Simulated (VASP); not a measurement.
A run of VASP 6.6.1 is set up as follows.

Contents of INCAR:

```
SYSTEM = ClO
ALGO = Normal
EDIFF = 1E-6
ENCUT = 600
GGA = PS
GGA_COMPAT = .FALSE.
ISIF = 2
ISMEAR = 0
LASPH = .TRUE.
LCHARG = .FALSE.
LREAL = .FALSE.
LWAVE = .FALSE.
NBANDS = 14
NELM = 120
PREC = Accurate
SIGMA = 0.1
```

KPOINTS

```
k-points
0
G
  7 7 7
  0 0 0
```

File POSCAR:

```
ClO
1.0
    3.1852167900      0.0000000000      0.0000000000
    0.0000000000      3.1852167900      0.0000000000
    0.0000000000      0.0000000000      3.1852167900
Cl O
1 1
Direct
    0.0000000000      0.0313950373      0.0000000000
    0.5000000016      0.5000000016      0.5000000016
```

Potentials or basis: VASP PAW PBE potentials, release 64 (Cl, O).

The run is started by

```sh
$ cat potpaw_PBE.64/Cl/POTCAR potpaw_PBE.64/O/POTCAR > POTCAR
$ mpirun -np 1 vasp_std > vasp.out
```

Problem. Predict the pressure.

Solution. -13.9 GPa.

Problem. Estimate the largest force.

Solution. 0.348 eV/Å.

Forces in eV/Å, atoms in the order of the input:
```
Cl   0.000  0.348  0.000
O    0.000 -0.348  0.000
```

Caveat: the PAW data sets were made with another functional, which shifts forces and pressure a little; an odd number of electrons without spin polarisation forces a metal; a magnetic or distorted state may lie lower.
